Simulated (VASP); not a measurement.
Here is a VASP 6.6.1 calculation.

INCAR

```
PREC     = Accurate       # precision mode
ENCUT    = 520            # plane-wave cutoff, eV
EDIFF    = 1E-6           # SCF threshold, eV
ISMEAR   = 0              # smearing method
SIGMA    = 0.02           # smearing width, eV
LREAL    = F              # projectors in reciprocal space
LASPH    = T              # aspherical terms in the spheres
NELM     = 100            # most SCF steps
ALGO     = Normal         # electronic algorithm
ISIF     = 2              # what is computed and relaxed
LWAVE    = F              # write WAVECAR
LCHARG   = T              # write CHGCAR
GGA      = PE             # functional
LELF     = T              # ELF
LVHAR    = T            
NBANDS   = 15             # bands
```

The input KPOINTS:

```
regular mesh
0
Gamma
  8 8 8
```

Contents of POSCAR:

```
KF
1.0
    0.0000000000      2.9763631419      2.9763631419
    2.9763631419      0.0000000000      2.9763631419
    2.9763631419      2.9763631419      0.0000000000
K F
1 1
Direct
    0.7500000000      0.7500000000      0.7500000000
    0.0000000000      0.0000000000      0.0000000000
```

Potentials or basis: VASP PAW PBE potentials, release 64 (K_sv, F).

Launch:

```sh
$ cat potpaw_PBE.64/K_sv/POTCAR potpaw_PBE.64/F/POTCAR > POTCAR
$ mpirun -np 1 vasp_std > vasp.out
```

(1) Predict the pressure.

(2) Estimate the band gap on the k mesh.

## Answers

(1) 0.0 GPa.

(2) 5.05 eV (least direct gap 5.23 eV).

Caveat: the cell differs from its parent crystal (atoms taken out).
